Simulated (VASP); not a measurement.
# HoAuCl4 (P6/mmm) in VASP: relaxation of cell and atoms with PBE

Aim: the relaxation of cell and atoms of HoAuCl4 with PBE.

All numbers are computed with VASP 6.6.1; they aren't measurements. Logs are shortened: lines on timing, memory, paths and dates and some standing lists are left out, and cuts for length are marked.

## 1. The cell of the first run

It takes space group P6/mmm (No. 191, hexagonal). The conventional cell has a = 4.846 Å, b = 4.846 Å, c = 6.484 Å, α = 90.00°, β = 90.00°, γ = 120.00°. Within 4.2 Å of Ho (site symmetry 6/mmm) lie 12 Cl at 3.18 Å and 2 Au at 3.24 Å. Au (site symmetry 6/mmm) has 2 Ho at 3.24 Å and 12 Cl at 3.29 Å within 4.3 Å. Cl (site symmetry 3m) has 5 Cl at 2.80 to 3.46 Å and 3 Ho at 3.18 Å and 3 Au at 3.29 Å within 3.7 Å.

The cell was built from a structure type or drawn by symmetry, and may not be a known phase.

## 2. Relaxation of cell and atoms, PBE

Input file INCAR:

```
SYSTEM = HoAuCl4
PREC = Accurate
ENCUT = 500
EDIFF = 1E-7
ISMEAR = 0
SIGMA = 0.1
LREAL = .FALSE.
LASPH = .TRUE.
NELM = 200
ALGO = Normal
ISIF = 3
LWAVE = .FALSE.
LCHARG = .FALSE.
GGA = PE
IBRION = 2
NSW = 100
EDIFFG = -0.01
GGA_COMPAT = .FALSE.
NELMIN = 4
LMAXMIX = 6
```

Input file KPOINTS:

```
regular mesh
0
G
  12 12 6
  0 0 0
```

Input file POSCAR:

```
HoAuCl4
1.0
    4.8461638107      0.0000000000      0.0000000000
   -2.4230819054      4.1969009710      0.0000000000
    0.0000000000      0.0000000000      6.4844853569
Ho Au Cl
1 1 4
Direct
    0.0000000000      0.0000000000      0.5000000000
    0.0000000000      0.0000000000      0.0000000000
    0.3333333333      0.6666666667      0.7330218201
    0.3333333333      0.6666666667      0.2669781799
    0.6666666667      0.3333333333      0.2669781799
    0.6666666667      0.3333333333      0.7330218201
```

Potentials or basis: VASP PAW PBE potentials, release 64 (Ho_3, Au, Cl), 4f in core.

The run is started by

```console
> cat potpaw_PBE.64/Ho_3/POTCAR potpaw_PBE.64/Au/POTCAR potpaw_PBE.64/Cl/POTCAR > POTCAR
> mpirun -np 1 vasp_std > vasp.out
```

OUTCAR:

```text
SYSTEM = HoAuCl4
   PREC = Accurate
   ENCUT = 500
   EDIFF = 1E-7
   ISMEAR = 0
   LREAL = .FALSE.
   LASPH = .TRUE.
   NELM = 200
   ISIF = 3
   GGA = PE
   IBRION = 2
   NSW = 100
   EDIFFG = -0.01
   NELMIN = 4

 ion  position               nearest neighbor table
   1  0.000  0.000  0.500-   3 3.18   4 3.18   5 3.18   6 3.18   5 3.18   6 3.18   3 3.18   4 3.18
                             5 3.18   6 3.18   3 3.18   4 3.18   2 3.24   2 3.24
   2  0.000  0.000  0.000-   1 3.24   1 3.24
   3  0.333  0.667  0.733-   1 3.18   1 3.18   1 3.18
   4  0.333  0.667  0.267-   1 3.18   1 3.18   1 3.18
   5  0.667  0.333  0.267-   1 3.18   1 3.18   1 3.18
   6  0.667  0.333  0.733-   1 3.18   1 3.18   1 3.18

  LATTYP: Found a hexagonal cell.
 ALAT       =     4.8461638107
 C/A-ratio  =     1.3380656557

  Lattice vectors:

 A1 = (   4.8461638107,   0.0000000000,   0.0000000000)
 A2 = (  -2.4230819054,   4.1969009710,   0.0000000000)
 A3 = (   0.0000000000,   0.0000000000,   6.4844853569)

Analysis of symmetry for initial positions (statically):
=====================================================================
 Subroutine PRICEL returns:
 Original cell was already a primitive cell.

 Routine SETGRP: Setting up the symmetry group for a
 hexagonal supercell.

 Subroutine GETGRP returns: Found 24 space group operations
 (whereof 24 operations were pure point group operations)
 out of a pool of 24 trial point group operations.

The static configuration has the point symmetry D_6h.

Analysis of symmetry for dynamics (positions and initial velocities):
=====================================================================
 Subroutine PRICEL returns:
 Original cell was already a primitive cell.

 Routine SETGRP: Setting up the symmetry group for a
 hexagonal supercell.

 Subroutine GETGRP returns: Found 24 space group operations
 (whereof 24 operations were pure point group operations)
 out of a pool of 24 trial point group operations.

The dynamic configuration has the point symmetry D_6h.

 Subroutine INISYM returns: Found 24 space group operations
 (whereof 24 operations are pure point group operations),
 and found     1 'primitive' translations

----------------------------------------------------------------------------------------

                                     Primitive cell

  volume of cell :     131.8871

  direct lattice vectors                    reciprocal lattice vectors
     4.846163811  0.000000000  0.000000000     0.206348782  0.119135525  0.000000000
    -2.423081905  4.196900971  0.000000000     0.000000000  0.238271050  0.000000000
     0.000000000  0.000000000  6.484485357     0.000000000  0.000000000  0.154214243

  length of vectors
     4.846163811  4.846163811  6.484485357     0.238271050  0.238271050  0.154214243

  position of ions in fractional coordinates (direct lattice)
     0.000000000  0.000000000  0.500000000
     0.000000000  0.000000000  0.000000000
     0.333333333  0.666666667  0.733021820
     0.333333333  0.666666667  0.266978180
     0.666666667  0.333333333  0.266978180
     0.666666667  0.333333333  0.733021820

  ion indices of the primitive-cell ions
   primitive index   ion index
                 1           1
                 2           2
                 3           3
                 4           4
                 5           5
                 6           6

----------------------------------------------------------------------------------------

 KPOINTS: regular mesh

Automatic generation of k-mesh.
 Grid dimensions read from file:
 generate k-points for:   12   12    6

 Generating k-lattice:

  Cartesian coordinates                     Fractional coordinates (reciprocal lattice)
     0.017195732  0.009927960  0.000000000     0.083333333  0.000000000  0.000000000
     0.000000000  0.019855921  0.000000000     0.000000000  0.083333333  0.000000000
     0.000000000  0.000000000  0.025702374     0.000000000  0.000000000  0.166666667

  Length of vectors
     0.019855921  0.019855921  0.025702374

  Shift w.r.t. Gamma in fractional coordinates (k-lattice)
     0.000000000  0.000000000  0.000000000

 Subroutine IBZKPT returns following result:
 ===========================================

 Found     76 irreducible k-points:

 Following reciprocal coordinates:
            Coordinates               Weight
  0.000000  0.000000  0.000000      1.000000
  0.083333  0.000000  0.000000      6.000000
  0.166667  0.000000  0.000000      6.000000
  0.250000  0.000000  0.000000      6.000000
  0.333333  0.000000  0.000000      6.000000
  0.416667  0.000000  0.000000      6.000000
[... 16 lines left out ...]
  0.250000  0.000000  0.166667     12.000000
  0.333333  0.000000  0.166667     12.000000
 [... further k-points ...]
   k-points           NKPTS =     76   k-points in BZ     NKDIM =     76   number of bands    NBANDS=     28
   number of dos      NEDOS =    301   number of ions     NIONS =      6
   total plane-waves  NPLWV =  62208
   dimension x,y,z NGX =    36 NGY =   36 NGZ =   48
   dimension x,y,z NGXF=    72 NGYF=   72 NGZF=   96
   ions per type =               1   1   4
   NGX,Y,Z   is equivalent  to a cutoff of  12.35, 12.35, 12.31 a.u.
   NGXF,Y,Z  is equivalent  to a cutoff of  24.70, 24.70, 24.61 a.u.
 SYSTEM =  HoAuCl4
   PREC   = accura    normal or accurate (medium, high low for compatibility)
   ISTART =      0    job   : 0-new  1-cont  2-samecut
   ICHARG =      2    charge: 1-file 2-atom 10-const
   ISPIN  =      1    spin polarized calculation?
   LNONCOLLINEAR =      F non collinear calculations
   LSORBIT =      F    spin-orbit coupling
   LASPH  =      T    aspherical Exc in radial PAW
   ENCUT  =  500.0 eV  36.75 Ry    6.06 a.u.   8.84  8.84 11.82*2*pi/ulx,y,z
   NELM   =    200;   NELMIN=  4; NELMDL= -5     # of ELM steps
   EDIFF  = 0.1E-06   stopping-criterion for ELM
   LREAL  =      F    real-space projection
   EDIFFG = -.1E-01   stopping-criterion for IOM
   NSW    =    100    number of steps for IOM
   IBRION =      2    ionic relax: 0-MD 1-quasi-New 2-CG
   NFREE  =      1    steps in history (QN), initial steepest desc. (CG)
   ISIF   =      3    stress and relaxation
   ISYM   =      2    0-nonsym 1-usesym 2-fastsym
   POTIM  = 0.5000    time-step for ionic-motion
   TEBEG  =    0.0;   TEEND  =   0.0 temperature during run
   PSTRESS=    0.0 pullay stress
   NELECT =      48.0000    total number of electrons
   NUPDOWN=      -1.0000    fix difference up-down
   EMIN   =  10.00;   EMAX   =-10.00  energy-range for DOS
   EFERMI =   0.00;   METHOD = LEGACY
   ISMEAR =     0;   SIGMA  =   0.10  broadening in eV -4-tet -1-fermi 0-gaus
   EFERMI_NEDOS =   21; number of points for ismear=-14 and -15
   IALGO  =     38    algorithm
   IMIX   =      4    mixing-type and parameters
     AMIX     =   0.40;   BMIX     =  1.00
     AMIX_MAG =   1.60;   BMIX_MAG =  1.00
  volume/ion in A,a.u.               =      21.98       148.34
  Fermi-wavevector in a.u.,A,eV,Ry     =   1.168838  2.208784 18.588051  1.366183
  Thomas-Fermi vector in A             =   2.305320
   LORBIT       =      0    0 simple, 1 ext, 2 COOP (PROOUT), +10 PAW based schemes
   GGA     = PE    functional components
   LHFCALC =     F    Hartree Fock is set to
   AEXX    =    0.0000 exact exchange contribution
   IVDW    =     0    specifies the selected vdW correction
   LEPSILON=     F    determine dielectric tensor
   LRPA    =     F    only Hartree local field effects (RPA)
 conjugate gradient relaxation of ions
 non-spin polarized calculation
 Gauss-broadening in eV      SIGMA  =   0.10
  energy-cutoff  :      500.00
  volume of cell :      131.89
 maximum number of plane-waves:      3376
 NGX is ok and might be reduce to    36
   NGX = 17   NGY = 17   NGZ = 23

--------------------------------------- Ionic step        1  -------------------------------------------

 number of electron      47.9999992 magnetization

 Free energy of the ion-electron system (eV)
  ---------------------------------------------------
  ext. energy  EPLUGINS =         0.00000000
  ---------------------------------------------------
  free energy    TOTEN  =       -18.28147562 eV

  energy without entropy =      -18.26376194  energy(sigma->0) =      -18.27261878

------------------------ aborting loop because EDIFF is reached ----------------------------------------

  FORCE on cell =-STRESS in cart. coord.  units (eV):
  Direction    XX          YY          ZZ          XY          YZ          ZX
  --------------------------------------------------------------------------------------
  -------------------------------------------------------------------------------------
  Total       -0.3145164     -0.3145164      0.0120527      0.0000000      0.0000000      0.0000000
  in kB       -3.8207752     -3.8207752      0.1464168      0.0000000      0.0000000      0.0000000
  external PRESSURE =      -2.4983779 kB  Pullay stress =       0.0000000 kB
[... 185 lines left out ...]
  energy  without entropy=      -18.2647202255  energy(sigma->0) =      -18.27351816

--------------------------------------- Ionic step        6  -------------------------------------------

 number of electron      47.9999990 magnetization

 Free energy of the ion-electron system (eV)
  ---------------------------------------------------
  ext. energy  EPLUGINS =         0.00000000
  ---------------------------------------------------
  free energy    TOTEN  =       -18.28237290 eV

  energy without entropy =      -18.26475742  energy(sigma->0) =      -18.27356516

 E-fermi :   3.7082     XC(G=0):  -9.9877

 val. band max:        3.6921846095   @ k =   0.2500   0.2500   0.1667
 cond. band min:       3.7094831304   @ k =   0.2500   0.2500   0.0000
 fundamental gap:      0.0172985209
 Fermi energy:         3.7082153127

 k-point     1 :       0.0000    0.0000    0.0000
  band No.  band energies     occupation
      1     -21.4334      2.00000
      2     -21.3548      2.00000
      3     -21.3548      2.00000
      4     -12.0292      2.00000
      5     -11.3380      2.00000
      6      -9.8869      2.00000
[... 733 lines left out ...]
     27       7.2391      0.00000
     28       7.2933      0.00000

 [... further k-points ...]
[... 5 lines left out ...]
  --------------------------------------------------------------------------------------
  -------------------------------------------------------------------------------------
  Total       -0.0056804     -0.0056804      0.0122756      0.0000000     -0.0000000     -0.0000000
  in kB       -0.0692820     -0.0692820      0.1497229      0.0000000     -0.0000000     -0.0000000
  external PRESSURE =       0.0037196 kB  Pullay stress =       0.0000000 kB
[... 21 lines left out ...]
  FREE ENERGIE OF THE ION-ELECTRON SYSTEM (eV)
  ---------------------------------------------------
  free  energy   TOTEN  =       -18.2823729041 eV

  energy  without entropy=      -18.2647574243  energy(sigma->0) =      -18.27356516

 reached required accuracy - stopping structural energy minimisation
```

Run time: 5.5 min. Hardware: 1 thread of Intel Xeon 6975P-C (Granite Rapids), shared host; peak memory 0.42 GiB.

What came out:

```yaml
Free_energy: -18.2824 eV
Relaxed_volume: 21.89 Å³/atom
Relaxed_cell: a = 4.834 Å, b = 4.834 Å, c = 6.490 Å, α = 90.00°, β = 90.00°, γ = 120.00°
Space_group_after_relaxing_to_0.1_Å: P6/mmm (No. 191)
Energy_gained_by_relaxing: 0.1 meV/atom
Ionic_steps: 6
Pressure_after_relaxing: 0.0 GPa
Band_gap_on_the_k_mesh: zero (bands 24 and 25 overlap by 0.36 eV)
```

The path:
| step | energy change (eV) | largest force (eV/Å) | pressure (GPa) | volume (Å³) |
| --- | --- | --- | --- | --- |
| 1 | 0.0000 | 0.0137 | -0.25 | 131.89 |
| 2 | -0.0008 | 0.0139 | 0.02 | 131.23 |
| 3 | -0.0008 | 0.0137 | 0.02 | 131.25 |
| 4 | -0.0008 | 0.0137 | 0.01 | 131.26 |
| 5 | -0.0008 | 0.0107 | 0.01 | 131.29 |
| 6 | -0.0009 | 0.0005 | 0.00 | 131.36 |

Final structure:
```cif
data_structure
_symmetry_space_group_name_H-M 'P 1'
_symmetry_Int_Tables_number 1
_cell_length_a 4.8343
_cell_length_b 4.8343
_cell_length_c 6.4903
_cell_angle_alpha 90.000
_cell_angle_beta 90.000
_cell_angle_gamma 120.000
_cell_volume 131.36
loop_
_atom_site_label
_atom_site_type_symbol
_atom_site_fract_x
_atom_site_fract_y
_atom_site_fract_z
_atom_site_occupancy
Ho1 Ho 0.00000 0.00000 0.50000 1
Au1 Au 0.00000 0.00000 0.00000 1
Cl1 Cl 0.33333 0.66667 0.73252 1
Cl2 Cl 0.33333 0.66667 0.26748 1
Cl3 Cl 0.66667 0.33333 0.26748 1
Cl4 Cl 0.66667 0.33333 0.73252 1
```

Levels at points of the mesh, in eV from the Fermi level:
```csv
k point,band 22,band 23,band 24,band 25,band 26,band 27
"(0.00, 0.00, 0.00)",-0.89,-0.89,-0.47,-0.21,3.17,3.17
"(0.50, 0.00, 0.00)",-0.74,-0.72,-0.24,0.01,3.28,3.46
"(0.00, 0.00, 0.50)",-1.04,-0.87,-0.87,0.69,1.06,3.26
"(0.50, 0.00, 0.50)",-1.21,-0.93,-0.10,0.79,1.60,3.31
```

Caveat: spin-orbit coupling is left out, which moves the levels of the heavy elements; the 4f electrons are frozen in the core, so they carry no moment and show no levels; the run has no spin polarisation, though such a crystal can be magnetic.
